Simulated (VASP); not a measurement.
# Ta3BiO3 (Cm) in VASP: single point with PBE

Aim: the single point of Ta3BiO3 with PBE.

All numbers are computed with VASP 6.6.1; they aren't measurements. Logs are shortened: lines on timing, memory, paths and dates and some standing lists are left out, and cuts for length are marked.

**1. The cell of the first run**

Symmetry: Cm, No. 8, monoclinic system. The conventional cell has a = 8.002 Å, b = 6.442 Å, c = 5.770 Å, α = 90.00°, β = 121.71°, γ = 90.00°. Ta (site symmetry m) has 3 O at 1.98 to 2.13 Å within 2.6 Å. Within 2.6 Å of Ta (site symmetry 1) lie 3 O at 1.97 to 2.10 Å. Within 4.0 Å of Bi (site symmetry m) lie 7 Ta at 2.88 to 3.50 Å and 12 O at 3.32 to 3.91 Å. O (site symmetry 1) has 3 Ta at 1.97 to 2.13 Å within 2.6 Å. Within 2.6 Å of O (site symmetry m) lie 3 Ta at 1.98 to 2.10 Å.

**2. Single point, PBE (18.07 Å³/atom)**

The input, INCAR:

```
ALGO = Normal
EDIFF = 1E-6
ENCUT = 520
GGA = PE
ISIF = 2
ISMEAR = 0
LASPH = T
LCHARG = T
LELF = T
LREAL = F
LVHAR = T
LWAVE = F
NBANDS = 42
NELM = 80
PREC = Accurate
SIGMA = 0.1
```

The input, KPOINTS:

```
k-points
0
Gamma
  8 8 6
```

The input, POSCAR:

```
Ta3BiO3
1.0
    4.0009319881     -3.2207898249     -0.0123329899
    4.0009319881      3.2207898249     -0.0123329899
   -3.0179147460      0.0000000000      4.9179267467
Ta Bi O
3 1 3
Direct
    0.6512539995      0.6512539995      0.1322424223
    0.7003756881      0.2567790243      0.4327902068
    0.2567790243      0.7003756881      0.4327902068
    0.2068386590      0.2068386590      0.9443404073
    0.5070515263      0.9531788540      0.4464029282
    0.9531788540      0.5070515263      0.4464029282
    0.5503822986      0.5503822986      0.7371389703
```

Potentials or basis: VASP PAW PBE potentials, release 64 (Ta_pv, Bi_d, O).

Launch:

```
$ cat potpaw_PBE.64/Ta_pv/POTCAR potpaw_PBE.64/Bi_d/POTCAR potpaw_PBE.64/O/POTCAR > POTCAR
$ mpirun -np 1 vasp_std > vasp.out
```

OUTCAR:

```text
EDIFF = 1E-6
   ENCUT = 520
   GGA = PE
   ISIF = 2
   ISMEAR = 0
   LASPH = T
   LREAL = F
   NELM = 80
   PREC = Accurate

 ion  position               nearest neighbor table
   1  0.651  0.651  0.132-   7 1.98   6 2.13   5 2.13   2 2.88   3 2.88   3 3.08   2 3.08   4 3.13
                             4 3.50   4 3.50
   2  0.700  0.257  0.433-   6 1.97   5 2.06   7 2.10   3 2.86   4 2.88   1 2.88   1 3.08   4 3.10
                             3 3.58
   3  0.257  0.700  0.433-   5 1.97   6 2.06   7 2.10   2 2.86   4 2.88   1 2.88   1 3.08   4 3.10
                             2 3.58
   4  0.207  0.207  0.944-   2 2.88   3 2.88   3 3.10   2 3.10   1 3.13   1 3.50   1 3.50
   5  0.507  0.953  0.446-   3 1.97   2 2.06   1 2.13
   6  0.953  0.507  0.446-   2 1.97   3 2.06   1 2.13
   7  0.550  0.550  0.737-   1 1.98   2 2.10   3 2.10

  LATTYP: Found a base centered monoclinic cell.
 ALAT       =     8.0019019929
 B/A-ratio  =     0.8050060667
 C/A-ratio  =     0.7210884502
 COS(beta)  =    -0.5256531033

  Lattice vectors:

 A1 = (   4.0009319881,  -3.2207898249,  -0.0123329899)
 A2 = (   4.0009319881,   3.2207898249,  -0.0123329899)
 A3 = (  -3.0179147460,   0.0000000000,   4.9179267467)

Analysis of symmetry for initial positions (statically):
=====================================================================
 Subroutine PRICEL returns:
 Original cell was already a primitive cell.

 Routine SETGRP: Setting up the symmetry group for a
 base centered monoclinic supercell.

 Subroutine GETGRP returns: Found  2 space group operations
 (whereof  2 operations were pure point group operations)
 out of a pool of  4 trial point group operations.

The static configuration has the point symmetry C_1h.

Analysis of symmetry for dynamics (positions and initial velocities):
=====================================================================
 Subroutine PRICEL returns:
 Original cell was already a primitive cell.

 Routine SETGRP: Setting up the symmetry group for a
 base centered monoclinic supercell.

 Subroutine GETGRP returns: Found  2 space group operations
 (whereof  2 operations were pure point group operations)
 out of a pool of  4 trial point group operations.

The dynamic configuration has the point symmetry C_1h.

 Subroutine INISYM returns: Found  2 space group operations
 (whereof  2 operations are pure point group operations),
 and found     1 'primitive' translations

----------------------------------------------------------------------------------------

[... 103 lines left out ...]
   LREAL  =      F    real-space projection
   EDIFFG = 0.1E-04   stopping-criterion for IOM
   NSW    =      0    number of steps for IOM
   IBRION =     -1    ionic relax: 0-MD 1-quasi-New 2-CG
   NFREE  =      0    steps in history (QN), initial steepest desc. (CG)
   ISIF   =      2    stress and relaxation
   ISYM   =      2    0-nonsym 1-usesym 2-fastsym
   POTIM  = 0.5000    time-step for ionic-motion
   TEBEG  =    0.0;   TEEND  =   0.0 temperature during run
   PSTRESS=    0.0 pullay stress
   NELECT =      66.0000    total number of electrons
   NUPDOWN=      -1.0000    fix difference up-down
   EMIN   =  10.00;   EMAX   =-10.00  energy-range for DOS
   EFERMI =   0.00;   METHOD = LEGACY
   ISMEAR =     0;   SIGMA  =   0.10  broadening in eV -4-tet -1-fermi 0-gaus
   EFERMI_NEDOS =   21; number of points for ismear=-14 and -15
   IALGO  =     38    algorithm
   IMIX   =      4    mixing-type and parameters
     AMIX     =   0.40;   BMIX     =  1.00
     AMIX_MAG =   1.60;   BMIX_MAG =  1.00
  volume/ion in A,a.u.               =      18.07       121.96
  Fermi-wavevector in a.u.,A,eV,Ry     =   1.317908  2.490485 23.631701  1.736881
  Thomas-Fermi vector in A             =   2.447915
   LORBIT       =      0    0 simple, 1 ext, 2 COOP (PROOUT), +10 PAW based schemes
   GGA     = PE    functional components
   LHFCALC =     F    Hartree Fock is set to
   AEXX    =    0.0000 exact exchange contribution
   IVDW    =     0    specifies the selected vdW correction
   LEPSILON=     F    determine dielectric tensor
   LRPA    =     F    only Hartree local field effects (RPA)
 non-spin polarized calculation
 Gauss-broadening in eV      SIGMA  =   0.10
  energy-cutoff  :      520.00
  volume of cell :      126.51
 maximum number of plane-waves:      3431
 NGX is ok and might be reduce to    40
   NGX = 19   NGY = 19   NGZ = 21

 number of electron      66.0000003 magnetization

 Free energy of the ion-electron system (eV)
  ---------------------------------------------------
  ext. energy  EPLUGINS =         0.00000000
  ---------------------------------------------------
  free energy    TOTEN  =       -63.72467664 eV

  energy without entropy =      -63.71048455  energy(sigma->0) =      -63.71758060

 E-fermi :   4.9930     XC(G=0): -10.6022

 val. band max:        4.9886430368   @ k =   0.5000  -0.0000   0.5000
 cond. band min:       4.9946283527   @ k =  -0.2500   0.2500   0.3333
 fundamental gap:      0.0059853159
 Fermi energy:         4.9929712275

 k-point     1 :       0.0000    0.0000    0.0000
  band No.  band energies     occupation
      1     -30.6251      2.00000
      2     -30.5906      2.00000
      3     -30.4479      2.00000
      4     -30.3564      2.00000
      5     -30.2322      2.00000
      6     -30.1632      2.00000
[... 1069 lines left out ...]
     41       8.3244      0.00000
     42       8.6933      0.00000

 [... further k-points ...]
[... 5 lines left out ...]
  --------------------------------------------------------------------------------------
  -------------------------------------------------------------------------------------
  Total       -1.7393287     -1.9214489     -1.8889840      0.0000000      0.0000000     -0.0672397
  in kB      -22.0281959    -24.3347058    -23.9235465      0.0000000      0.0000000     -0.8515754
  external PRESSURE =     -23.4288161 kB  Pullay stress =       0.0000000 kB

 VOLUME and BASIS-vectors are now :
 -----------------------------------------------------------------------------
  energy-cutoff  :      520.00
  volume of cell :      126.51
      direct lattice vectors                 reciprocal lattice vectors
     4.000931988 -3.220789825 -0.012332990     0.125207727 -0.155241424  0.076834460
     4.000931988  3.220789825 -0.012332990     0.125207727  0.155241424  0.076834460
    -3.017914746  0.000000000  4.917926747     0.000627982  0.000000000  0.203723083

 POSITION                                       TOTAL-FORCE (eV/Angst)
 -----------------------------------------------------------------------------------
      4.81215      0.00000      0.63429         0.004411      0.000000      0.008340
      2.52339     -1.42873      2.11663        -0.025553     -0.014778     -0.022759
      2.52339      1.42873      2.11663        -0.025553      0.014778     -0.022759
     -1.19484      0.00000      4.63910         0.002735      0.000000     -0.002964
      4.49508      1.43688      2.17737         0.022073      0.011645      0.019130
      4.49508     -1.43688      2.17737         0.022073     -0.011645      0.019130
      2.17946      0.00000      3.61162        -0.000186      0.000000      0.001882
 -----------------------------------------------------------------------------------
    total drift:                               -0.000081      0.000000      0.000150

  FREE ENERGIE OF THE ION-ELECTRON SYSTEM (eV)
  ---------------------------------------------------
  free  energy   TOTEN  =       -63.7246766428 eV

  energy  without entropy=      -63.7104845491  energy(sigma->0) =      -63.71758060
```

It took 15 min on 1 thread of Intel Xeon Platinum 8259CL at 2.50GHz (Skylake/Cascade Lake), shared host; peak memory 0.63 GiB.

What came out:

- Free energy: -63.7247 eV
- Pressure: -2.3 GPa
- Largest force: 0.037 eV/Å
- Band gap on the k mesh: zero (bands 33 and 34 overlap by 0.93 eV)

Forces on the atoms (eV/Å):
```
Ta   0.004  0.000  0.008
Ta  -0.026 -0.015 -0.023
Ta  -0.026  0.015 -0.023
Bi   0.003  0.000 -0.003
O    0.022  0.012  0.019
O    0.022 -0.012  0.019
O    0.000  0.000  0.002
```

Caveat: spin-orbit coupling is left out, which moves the levels of the heavy elements.
